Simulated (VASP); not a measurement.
# TbBe2H2 (P6/mmm) in VASP: further runs

TbBe2H2 is run at these levels: PBE; tasks: single point.

All numbers are computed with VASP 6.6.1; they aren't measurements. Logs are shortened: lines on timing, memory, paths and dates and some standing lists are left out, and cuts for length are marked.

### Step 1. The cell of the first run

It takes space group P6/mmm (No. 191, hexagonal). Conventional cell: a = 4.040 Å, b = 4.040 Å, c = 3.495 Å, α = 90.00°, β = 90.00°, γ = 120.00°. Within 3.1 Å of Tb (site symmetry 6/mmm) lie 6 H at 2.33 Å and 12 Be at 2.91 Å. Within 2.4 Å of Be (site symmetry -6m2) lie 2 H at 1.75 Å and 3 Be at 2.33 Å. H (site symmetry -6m2) has 2 Be at 1.75 Å and 3 H at 2.33 Å and 3 Tb at 2.33 Å within 2.4 Å.

The cell was generated, and may not be a known phase.

### Step 2. Single point, PBE

INCAR reads:

```
SYSTEM = TbBe2H2
PREC = Accurate
ENCUT = 600
EDIFF = 1E-6
ISMEAR = 0
SIGMA = 0.1
LREAL = .False.
LASPH = .True.
NELM = 200
ALGO = Normal
ISIF = 2
LWAVE = .False.
LCHARG = .False.
GGA = PE
NBANDS = 16
GGA_COMPAT = .False.
LMAXMIX = 6
```

KPOINTS reads:

```
Automatic mesh
0
Gamma
  6 6 4
  0 0 0
```

POSCAR reads:

```
TbBe2H2
1.0
    4.0397141628      0.0000000000      0.0000000000
   -2.0198570814      3.4984950890      0.0000000000
    0.0000000000      0.0000000000      3.4949800045
Tb Be H
1 2 2
Direct
    0.0000000000      0.0000000000      0.5000000000
    0.3333333333      0.6666666667      0.0000000000
    0.6666666667      0.3333333333      0.0000000000
    0.3333333333      0.6666666667      0.5000000000
    0.6666666667      0.3333333333      0.5000000000
```

Potentials or basis: VASP PAW PBE potentials, release 64 (Tb_3, Be, H), 4f in core.

On the command line:

```bash
cat potpaw_PBE.64/Tb_3/POTCAR potpaw_PBE.64/Be/POTCAR potpaw_PBE.64/H/POTCAR > POTCAR
mpirun -np 1 vasp_std > vasp.out
```

OUTCAR:

```text
SYSTEM = TbBe2H2
   PREC = Accurate
   ENCUT = 600
   EDIFF = 1E-6
   ISMEAR = 0
   LREAL = .False.
   LASPH = .True.
   NELM = 200
   ISIF = 2
   GGA = PE

 ion  position               nearest neighbor table
   1  0.000  0.000  0.500-   4 2.33   5 2.33   4 2.33   5 2.33   5 2.33   4 2.33   2 2.91   3 2.91
                             2 2.91   3 2.91   3 2.91   2 2.91   3 2.91   2 2.91   3 2.91   2 2.91
   2  0.333  0.667  0.000-   3 2.33   3 2.33   3 2.33   1 2.91   1 2.91   1 2.91   1 2.91   1 2.91
                             1 2.91
   3  0.667  0.333  0.000-   2 2.33   2 2.33   2 2.33   1 2.91   1 2.91   1 2.91   1 2.91   1 2.91
                             1 2.91
   4  0.333  0.667  0.500-   1 2.33   1 2.33   1 2.33
   5  0.667  0.333  0.500-   1 2.33   1 2.33   1 2.33

  LATTYP: Found a hexagonal cell.
 ALAT       =     4.0397141628
 C/A-ratio  =     0.8651552718

  Lattice vectors:

 A1 = (   4.0397141628,   0.0000000000,   0.0000000000)
 A2 = (  -2.0198570814,   3.4984950890,   0.0000000000)
 A3 = (   0.0000000000,   0.0000000000,   3.4949800045)

Analysis of symmetry for initial positions (statically):
=====================================================================
 Subroutine PRICEL returns:
 Original cell was already a primitive cell.

 Routine SETGRP: Setting up the symmetry group for a
 hexagonal supercell.

 Subroutine GETGRP returns: Found 24 space group operations
 (whereof 24 operations were pure point group operations)
 out of a pool of 24 trial point group operations.

The static configuration has the point symmetry D_6h.

Analysis of symmetry for dynamics (positions and initial velocities):
=====================================================================
 Subroutine PRICEL returns:
 Original cell was already a primitive cell.

 Routine SETGRP: Setting up the symmetry group for a
 hexagonal supercell.

 Subroutine GETGRP returns: Found 24 space group operations
 (whereof 24 operations were pure point group operations)
 out of a pool of 24 trial point group operations.

The dynamic configuration has the point symmetry D_6h.

 Subroutine INISYM returns: Found 24 space group operations
 (whereof 24 operations are pure point group operations),
 and found     1 'primitive' translations

----------------------------------------------------------------------------------------

                                     Primitive cell

  volume of cell :      49.3943

  direct lattice vectors                    reciprocal lattice vectors
     4.039714163  0.000000000  0.000000000     0.247542267  0.142918594  0.000000000
    -2.019857081  3.498495089  0.000000000     0.000000000  0.285837188  0.000000000
     0.000000000  0.000000000  3.494980004     0.000000000  0.000000000  0.286124670

  length of vectors
     4.039714163  4.039714163  3.494980004     0.285837188  0.285837188  0.286124670

  position of ions in fractional coordinates (direct lattice)
     0.000000000  0.000000000  0.500000000
     0.333333333  0.666666667  0.000000000
     0.666666667  0.333333333  0.000000000
     0.333333333  0.666666667  0.500000000
     0.666666667  0.333333333  0.500000000

  ion indices of the primitive-cell ions
   primitive index   ion index
                 1           1
                 2           2
                 3           3
                 4           4
                 5           5

----------------------------------------------------------------------------------------

 KPOINTS: Automatic mesh

Automatic generation of k-mesh.
 Grid dimensions read from file:
 generate k-points for:    6    6    4

 Generating k-lattice:

  Cartesian coordinates                     Fractional coordinates (reciprocal lattice)
     0.041257044  0.023819766  0.000000000     0.166666667 -0.000000000  0.000000000
     0.000000000  0.047639531  0.000000000     0.000000000  0.166666667  0.000000000
     0.000000000  0.000000000  0.071531167     0.000000000  0.000000000  0.250000000

  Length of vectors
     0.047639531  0.047639531  0.071531167

  Shift w.r.t. Gamma in fractional coordinates (k-lattice)
     0.000000000  0.000000000  0.000000000

 Subroutine IBZKPT returns following result:
 ===========================================

 Found     21 irreducible k-points:

 Following reciprocal coordinates:
            Coordinates               Weight
  0.000000  0.000000  0.000000      1.000000
  0.166667  0.000000  0.000000      6.000000
  0.333333  0.000000  0.000000      6.000000
  0.500000  0.000000  0.000000      3.000000
  0.166667  0.166667  0.000000      6.000000
  0.333333  0.166667  0.000000     12.000000
[... 13 lines left out ...]
  0.333333  0.166667  0.500000     12.000000
  0.333333  0.333333  0.500000      2.000000
   k-points           NKPTS =     21   k-points in BZ     NKDIM =     21   number of bands    NBANDS=     16
   number of dos      NEDOS =    301   number of ions     NIONS =      5
   total plane-waves  NPLWV =  28672
   dimension x,y,z NGX =    32 NGY =   32 NGZ =   28
   dimension x,y,z NGXF=    64 NGYF=   64 NGZF=   56
   ions per type =               1   2   2
   NGX,Y,Z   is equivalent  to a cutoff of  13.17, 13.17, 13.32 a.u.
   NGXF,Y,Z  is equivalent  to a cutoff of  26.34, 26.34, 26.64 a.u.
 SYSTEM =  TbBe2H2
   PREC   = accura    normal or accurate (medium, high low for compatibility)
   ISTART =      0    job   : 0-new  1-cont  2-samecut
   ICHARG =      2    charge: 1-file 2-atom 10-const
   ISPIN  =      1    spin polarized calculation?
   LNONCOLLINEAR =      F non collinear calculations
   LSORBIT =      F    spin-orbit coupling
   LASPH  =      T    aspherical Exc in radial PAW
   ENCUT  =  600.0 eV  44.10 Ry    6.64 a.u.   8.07  8.07  6.98*2*pi/ulx,y,z
   NELM   =    200;   NELMIN=  2; NELMDL= -5     # of ELM steps
   EDIFF  = 0.1E-05   stopping-criterion for ELM
   LREAL  =      F    real-space projection
   EDIFFG = 0.1E-04   stopping-criterion for IOM
   NSW    =      0    number of steps for IOM
   IBRION =     -1    ionic relax: 0-MD 1-quasi-New 2-CG
   NFREE  =      0    steps in history (QN), initial steepest desc. (CG)
   ISIF   =      2    stress and relaxation
   ISYM   =      2    0-nonsym 1-usesym 2-fastsym
   POTIM  = 0.5000    time-step for ionic-motion
   TEBEG  =    0.0;   TEEND  =   0.0 temperature during run
   PSTRESS=    0.0 pullay stress
   NELECT =      15.0000    total number of electrons
   NUPDOWN=      -1.0000    fix difference up-down
   EMIN   =  10.00;   EMAX   =-10.00  energy-range for DOS
   EFERMI =   0.00;   METHOD = LEGACY
   ISMEAR =     0;   SIGMA  =   0.10  broadening in eV -4-tet -1-fermi 0-gaus
   EFERMI_NEDOS =   21; number of points for ismear=-14 and -15
   IALGO  =     38    algorithm
   IMIX   =      4    mixing-type and parameters
     AMIX     =   0.40;   BMIX     =  1.00
     AMIX_MAG =   1.60;   BMIX_MAG =  1.00
  volume/ion in A,a.u.               =       9.88        66.67
  Fermi-wavevector in a.u.,A,eV,Ry     =   1.100389  2.079434 16.474706  1.210857
  Thomas-Fermi vector in A             =   2.236800
   LORBIT       =      0    0 simple, 1 ext, 2 COOP (PROOUT), +10 PAW based schemes
   GGA     = PE    functional components
   LHFCALC =     F    Hartree Fock is set to
   AEXX    =    0.0000 exact exchange contribution
   IVDW    =     0    specifies the selected vdW correction
   LEPSILON=     F    determine dielectric tensor
   LRPA    =     F    only Hartree local field effects (RPA)
 non-spin polarized calculation
 Gauss-broadening in eV      SIGMA  =   0.10
  energy-cutoff  :      600.00
  volume of cell :       49.39
 maximum number of plane-waves:      1674
   NGX = 17   NGY = 17   NGZ = 13

 number of electron      15.0000001 magnetization

 Free energy of the ion-electron system (eV)
  ---------------------------------------------------
  ext. energy  EPLUGINS =         0.00000000
  ---------------------------------------------------
  free energy    TOTEN  =       -19.99204527 eV

  energy without entropy =      -19.98691146  energy(sigma->0) =      -19.98947836

 E-fermi :   3.9924     XC(G=0): -10.6014

 val. band max:        3.9520180215   @ k =   0.1667   0.0000   0.5000
 cond. band min:       4.0240337049   @ k =   0.1667   0.0000   0.5000
 fundamental gap:      0.0720156834
 Fermi energy:         3.9924094682

 k-point     1 :       0.0000    0.0000    0.0000
  band No.  band energies     occupation
      1     -17.5487      2.00000
      2     -17.5487      2.00000
      3     -17.1783      2.00000
      4      -5.1613      2.00000
      5       1.6329      2.00000
      6       2.4751      2.00000
[... 8 lines left out ...]
     15      11.4566      0.00000
     16      11.6752      0.00000

 k-point     2 :       0.1667    0.0000    0.0000
  band No.  band energies     occupation
      1     -17.6258      2.00000
      2     -17.5635      2.00000
      3     -17.1713      2.00000
      4      -4.7230      2.00000
      5       0.1412      2.00000
      6       2.5874      2.00000
[... 8 lines left out ...]
     15      11.4920      0.00000
     16      12.3876      0.00000

 k-point     3 :       0.3333    0.0000    0.0000
  band No.  band energies     occupation
      1     -17.7737      2.00000
      2     -17.5929      2.00000
      3     -17.1573      2.00000
      4      -3.6276      2.00000
      5      -1.2773      2.00000
      6       2.5708      2.00000
[... 8 lines left out ...]
     15      12.7188      0.00000
     16      12.7614      0.00000
[... 305 lines left out ...]
 k-point    20 :       0.3333    0.1667    0.5000
  band No.  band energies     occupation
      1     -17.7305      2.00000
      2     -17.6457      2.00000
      3     -17.5818      2.00000
      4      -1.7548      2.00000
      5      -1.0801      2.00000
      6       0.0299      2.00000
[... 8 lines left out ...]
     15      12.5983      0.00000
     16      13.7910      0.00000

 k-point    21 :       0.3333    0.3333    0.5000
  band No.  band energies     occupation
      1     -17.6769      2.00000
      2     -17.6769      2.00000
      3     -17.6400      2.00000
      4      -1.2880      2.00000
      5      -1.2880      2.00000
      6       0.5819      2.00000
[... 8 lines left out ...]
     15      14.1261      0.00000
     16      14.4761      0.00000

------------------------ aborting loop because EDIFF is reached ----------------------------------------

  FORCE on cell =-STRESS in cart. coord.  units (eV):
  Direction    XX          YY          ZZ          XY          YZ          ZX
  --------------------------------------------------------------------------------------
  -------------------------------------------------------------------------------------
  Total        0.0661912      0.0661912      0.0935601      0.0000000     -0.0000000     -0.0000000
  in kB        2.1470096      2.1470096      3.0347617      0.0000000     -0.0000000     -0.0000000
  external PRESSURE =       2.4429270 kB  Pullay stress =       0.0000000 kB

 VOLUME and BASIS-vectors are now :
 -----------------------------------------------------------------------------
  energy-cutoff  :      600.00
  volume of cell :       49.39
      direct lattice vectors                 reciprocal lattice vectors
     4.039714163  0.000000000  0.000000000     0.247542267  0.142918594  0.000000000
    -2.019857081  3.498495089  0.000000000     0.000000000  0.285837188  0.000000000
     0.000000000  0.000000000  3.494980004     0.000000000  0.000000000  0.286124670

 POSITION                                       TOTAL-FORCE (eV/Angst)
 -----------------------------------------------------------------------------------
      0.00000      0.00000      1.74749        -0.000000     -0.000000      0.000000
     -0.00000      2.33233      0.00000         0.000000     -0.000000      0.000000
      2.01986      1.16617      0.00000        -0.000000     -0.000000     -0.000000
     -0.00000      2.33233      1.74749        -0.000000      0.000000      0.000000
      2.01986      1.16617      1.74749         0.000000      0.000000      0.000000
 -----------------------------------------------------------------------------------
    total drift:                                0.000000     -0.000000      0.000000

  FREE ENERGIE OF THE ION-ELECTRON SYSTEM (eV)
  ---------------------------------------------------
  free  energy   TOTEN  =       -19.9920452693 eV

  energy  without entropy=      -19.9869114570  energy(sigma->0) =      -19.98947836
```

Wall time 21 s (1 thread of Intel Xeon Platinum 8375C at 2.90GHz (Ice Lake), shared host); peak memory 0.19 GiB.

Results:

* Free energy: -19.9920 eV
* Pressure: 0.2 GPa
* Band gap on the k mesh: zero (an odd number of electrons rules out a gap without spin polarisation)

Levels at points of the mesh, in eV from the Fermi level:
| k point | band 5 | band 6 | band 7 | band 8 | band 9 | band 10 | band 11 | band 12 |
| --- | --- | --- | --- | --- | --- | --- | --- | --- |
| (0.00, 0.00, 0.00) | -2.36 | -1.52 | -0.98 | -0.98 | 2.02 | 5.14 | 5.14 | 5.39 |
| (0.50, 0.00, 0.00) | -6.20 | -1.68 | 0.14 | 0.90 | 2.57 | 3.89 | 4.01 | 4.57 |
| (0.00, 0.00, 0.50) | -3.97 | -2.50 | 1.20 | 1.20 | 1.56 | 1.56 | 2.10 | 2.10 |
| (0.50, 0.00, 0.50) | -5.21 | -4.11 | -1.58 | -1.21 | 4.84 | 4.93 | 5.45 | 7.01 |

Caveat: the k points lie up to 0.45 Å⁻¹ apart, too coarse for converged energies and pressures of a metal; spin-orbit coupling is left out, which moves the levels of the heavy elements; the 4f electrons are frozen in the core, so they carry no moment and show no levels. Spin polarisation is off, so any magnetic state and its effect on volume and gap are missing.

### Step 3. Single point, PBE

This run uses another cell than the first one, of 12.66 Å³/atom.

INCAR reads:

```
PREC = Accurate
ENCUT = 600
EDIFF = 1E-6
ISMEAR = 0
SIGMA = 0.1
LREAL = F
LASPH = T
NELM = 200
ALGO = Normal
ISIF = 2
LWAVE = F
LCHARG = F
GGA = PE
NBANDS = 16
GGA_COMPAT = F
LMAXMIX = 6
```

KPOINTS reads:

```
Automatic mesh
0
Gamma
  6 6 4
```

POSCAR reads:

```
TbBe2H2
1.0
    4.3871159000      0.0000000000      0.0000000000
   -2.1935579500      3.7993538200      0.0000000000
    0.0000000000      0.0000000000      3.7987727200
Tb Be H
1 2 2
Direct
    0.0000000000      0.0000000000      0.5000000000
    0.3333333300      0.6666666700      0.0000000000
    0.6666666700      0.3333333300      0.0000000000
    0.3333333300      0.6666666700      0.5000000000
    0.6666666700      0.3333333300      0.5000000000
```

Potentials or basis: VASP PAW PBE potentials, release 64 (Tb_3, Be, H), 4f in core.

On the command line:

```bash
cat potpaw_PBE.64/Tb_3/POTCAR potpaw_PBE.64/Be/POTCAR potpaw_PBE.64/H/POTCAR > POTCAR
mpirun -np 1 vasp_std > vasp.out
```

Run time: 38 s. Hardware: 1 thread of Intel Xeon Platinum 8375C at 2.90GHz (Ice Lake), shared host; peak memory 0.2 GiB.

It converged, with:

| Item | Value |
| --- | --- |
| Free energy | -19.1881 eV |
| Pressure | -15.5 GPa |
| Band gap on the k mesh | zero (an odd number of electrons rules out a gap without spin polarisation) |

Stress tensor (GPa, compression positive):
```
-15.06   0.00   0.00
  0.00 -15.06   0.00
  0.00   0.00 -16.28
```

Levels at points of the mesh, in eV from the Fermi level:
```csv
k point,band 4,band 5,band 6,band 7,band 8,band 9,band 10,band 11,band 12,band 13
"(0.00, 0.00, 0.00)",-8.12,-2.37,-1.32,-0.66,-0.66,1.61,3.97,3.97,4.26,4.26
"(0.50, 0.00, 0.00)",-5.93,-5.77,-1.56,-0.04,0.82,1.89,3.04,3.17,3.59,4.15
"(0.00, 0.00, 0.50)",-6.93,-4.08,-2.35,1.07,1.07,1.41,1.41,1.86,1.86,5.27
"(0.50, 0.00, 0.50)",-4.91,-4.88,-3.65,-1.81,-0.89,3.55,3.75,4.06,5.73,6.04
```

Caveat: the k points lie up to 0.41 Å⁻¹ apart, too coarse for converged energies and pressures of a metal; spin-orbit coupling is left out, which moves the levels of the heavy elements; the 4f electrons are frozen in the core, so they carry no moment and show no levels. Spin polarisation is off, so any magnetic state and its effect on volume and gap are missing.

The gap in the log of VASP goes by the Fermi energy; the results here count the filled bands.